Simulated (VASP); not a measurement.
Input of a VASP 6.6.1 run:

File INCAR:

```
  ALGO = Normal
  EDIFF = 1E-7
  ENCUT = 520
  GGA = PE
  ISIF = 2
  ISMEAR = -1
  LASPH = True
  LCHARG = False
  LREAL = False
  LWAVE = False
  NBANDS = 60
  NELM = 60
  PREC = Accurate
  SIGMA = 0.05
```

KPOINTS

```
k-points
0
Gamma
  6 6 6
```

The input POSCAR:

```
TiO2
1.0
   -4.3507577183      4.3507577183      1.8498044840
    4.3507577183     -4.3507577183      1.8498044840
    4.3507577183      4.3507577183     -1.8498044840
Ti O
4 8
Direct
    0.2922817050      0.9971447550      0.2894264600
    0.0028552450      0.2922817050      0.2951369500
    0.9971447550      0.7077182950      0.7048630500
    0.7077182950      0.0028552450      0.7105735400
    0.4988638250      0.8492152850      0.3480791100
    0.1616620200      0.1596026000      0.3212646200
    0.1507847150      0.4988638250      0.6496485400
    0.1596026000      0.8383379800      0.9979405800
    0.8403974000      0.1616620200      0.0020594200
    0.8492152850      0.5011361750      0.3503514600
    0.8383379800      0.8403974000      0.6787353800
    0.5011361750      0.1507847150      0.6519208900
```

Potentials or basis: VASP PAW PBE potentials, release 64 (Ti_sv, O).

Launch:

```bash
$ cat potpaw_PBE.64/Ti_sv/POTCAR potpaw_PBE.64/O/POTCAR > POTCAR
$ mpirun -np 1 vasp_std > vasp.out
```

(1) Estimate the band gap on the k mesh.

(2) Predict the largest force.

(3) What does it give for the pressure?

Results:

(1) 1.62 eV, indirect (least direct gap 2.37 eV).

(2) 0.597 eV/Å.

(3) 8.2 GPa.
